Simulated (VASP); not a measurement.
Runs of VASP 6.6.1 on TiC. The structure is that of space group Fm-3m (No. 225), or close to it. The cells are those of the table. 

```tsv
task	cell	k mesh	cutoff (eV)	smearing	gap on the mesh (eV)	pressure (GPa)
single point	a = 3.036 Å, angles 60.0°, 2 atoms	16 × 16 × 16	520	gaussian 0.1 eV	none	0.2
single point	a = 3.148 Å, angles 60.0°, 2 atoms	16 × 16 × 16	520	gaussian 0.1 eV	none	(a)
single point	a = 3.036 Å, angles 60.0°, 2 atoms	14 × 14 × 14	520	gaussian 0.15 eV	none	0.3
single point	a = 4.293, b = 5.258, c = 3.036 Å, angles 150.0, 90.0, 114.1°, 2 atoms	9 × 7 × 35	600	gaussian 0.1 eV	none	0.2
single point	a = 3.060 Å, angles 60.0°, 2 atoms	8 × 8 × 8	600	gaussian 0.1 eV	none	-6.0
relaxation of cell and atoms	relaxed from a = 3.060 Å, angles 60.0°, 2 atoms	16 × 16 × 16	600	gaussian 0.1 eV	none	0.0
single point	a = 3.201 Å, angles 60.0°, 2 atoms	16 × 16 × 16	520	gaussian 0.1 eV	none	-30.5
```

Alike in all rows: level PBEsol; potentials or basis VASP PAW PBE potentials, release 64 (Ti_sv, C); no spin polarisation.

Estimate the missing entries.

(a) -23.2.

Caveats: some runs use coarse meshes; the PAW data sets were made with another functional, which shifts forces and pressure a little.

A gap of «none» marks levels without a gap at the run's occupations.
